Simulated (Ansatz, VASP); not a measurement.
## Hf: VASP beside Ansatz

File INCAR:

```
PREC = Accurate
ENCUT = 500
EDIFF = 1E-6
ISMEAR = 0
SIGMA = 0.1
LREAL = F
LASPH = T
NELM = 200
ALGO = Normal
ISIF = 2
LWAVE = F
LCHARG = T
LNONCOLLINEAR = T
MAGMOM = 0 0 0
LORBIT = 11
LSORBIT = T
GGA_COMPAT = F
LORBMOM = T
LMAXMIX = 4
GGA = LIBXC
LIBXC1 = GGA_X_PBE
LIBXC2 = GGA_C_PBE_SOL
LVHAR = T
NBANDS = 21
```

File KPOINTS:

```
Automatic mesh
0
Gamma
  8 8 8
```

The input POSCAR:

```
Hf
1.0
   -1.8050000000      1.8050000000      1.8050000000
    1.8050000000     -1.8050000000      1.8050000000
    1.8050000000      1.8050000000     -1.8050000000
Hf
1
Direct
    0.0000000000      0.0000000000      0.0000000000
```

Contents of input.yaml:

```yaml
crystal:
  lattice:
    - [-1.805, 1.805, 1.805]
    - [1.805, -1.805, 1.805]
    - [1.805, 1.805, -1.805]
  atoms:
    - { symbol: Hf, position: [0.0, 0.0, 0.0] }
kpoints:
  mp_grid: { grid: [8, 8, 8] }
  band_path:
    path:
      - [0.0, 0.0, 0.0]
      - [0.5, -0.5, 0.5]
      - [0.0, 0.0, 0.5]
      - [0.0, 0.0, 0.0]
      - [0.25, 0.25, 0.25]
      - [0.5, -0.5, 0.5]
    npoints: 10
scf:
  occupations: { method: gaussian, width: 0.1 }
hamiltonian:
  xc: { exchange: pbe, correlation: pbesol }
  pseudopotentials:
    kind: all_electron
    lapw: { basis_error: 0.001, muffin_tin_radii: { Hf: 1.094 } }
magnetization:
  noncollinear: true
  spin_orbit: true
output:
  forces: true
  stress: true
  eigenvalues: true
  fatbands: true
  dos: { projected: true, de: 0.1, e_range: [-14, 8] }
  populations: true
```

Alike in both runs: functional pbe exchange, pbesol correlation; k mesh 8 × 8 × 8; occupations gaussian, width 0.1 eV; non-collinear spin, spin-orbit coupling.

|  | VASP | Ansatz |
| --- | --- | --- |
| version | VASP 6.6.1 | Ansatz 0.2.0 |
| potentials or method | VASP PAW PBE potentials, release 64 (Hf_pv), cutoff 500 eV | all-electron LAPW, relativistic spinors |
| task | single point | projected density of states |

|  | VASP | Ansatz | Ansatz less VASP |
| --- | --- | --- | --- |
| pressure (GPa) | -5.7 | -5.4 | +0.37 |
| net moment per atom (μB) | 0.00 | 0.00 | 0.000 |

VASP's potentials were made for PBE, not for pbe exchange, pbesol correlation. Ansatz ran all-electron here, and VASP with PAW potentials.

Noted on Ansatz's run: the k mesh is thin for a metal, which can move the energy by tens of meV per atom.
